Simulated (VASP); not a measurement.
Input of a VASP 6.6.1 run:

Contents of POSCAR:

```
In
1.0
   -1.9194468732      1.9194468732      1.9194468732
    1.9194468732     -1.9194468732      1.9194468732
    1.9194468732      1.9194468732     -1.9194468732
In
1
Direct
    0.0000000000      0.0000000000      0.0000000000
```

File INCAR.step1:

```
ALGO     = Normal         # electronic algorithm
EDIFF    = 1E-4           # SCF threshold, eV
ENCUT    = 520            # plane-wave cutoff, eV
GGA      = PE             # functional
ISMEAR   = -1             # smearing method
LASPH    = True           # aspherical terms in the spheres
LCHARG   = False          # write CHGCAR
LREAL    = False          # projectors in reciprocal space
LWAVE    = True           # write WAVECAR
NBANDS   = 12             # bands
NELM     = 100            # most SCF steps
PREC     = Accurate       # precision mode
SIGMA    = 0.05           # smearing width, eV
```

INCAR.step2

```
ALGO     = Normal         # electronic algorithm
EDIFF    = 1E-6           # SCF threshold, eV
ENCUT    = 520            # plane-wave cutoff, eV
ISIF     = 2              # what is computed and relaxed
ISMEAR   = -1             # smearing method
ISTART   = 1            
LASPH    = True           # aspherical terms in the spheres
LCHARG   = False          # write CHGCAR
LMIXTAU  = True         
LREAL    = False          # projectors in reciprocal space
LWAVE    = False          # write WAVECAR
METAGGA  = R2SCAN         # meta-GGA
NBANDS   = 12             # bands
NELM     = 100            # most SCF steps
PREC     = Accurate       # precision mode
SIGMA    = 0.05           # smearing width, eV
```

Contents of KPOINTS:

```
k-points
0
Gamma
  10 10 10
```

Potentials or basis: VASP PAW PBE potentials, release 64 (In_d).

Run with:

```console
$ cat potpaw_PBE.64/In_d/POTCAR > POTCAR
$ cp INCAR.step1 INCAR
$ mpirun -np 1 vasp_std > vasp.out
$ cp INCAR.step2 INCAR
$ mpirun -np 1 vasp_std > vasp.out
```

Question: Predict the pressure.

Answer: -2.0 GPa.

Caveat: the PAW data sets were made with another functional, which shifts forces and pressure a little.
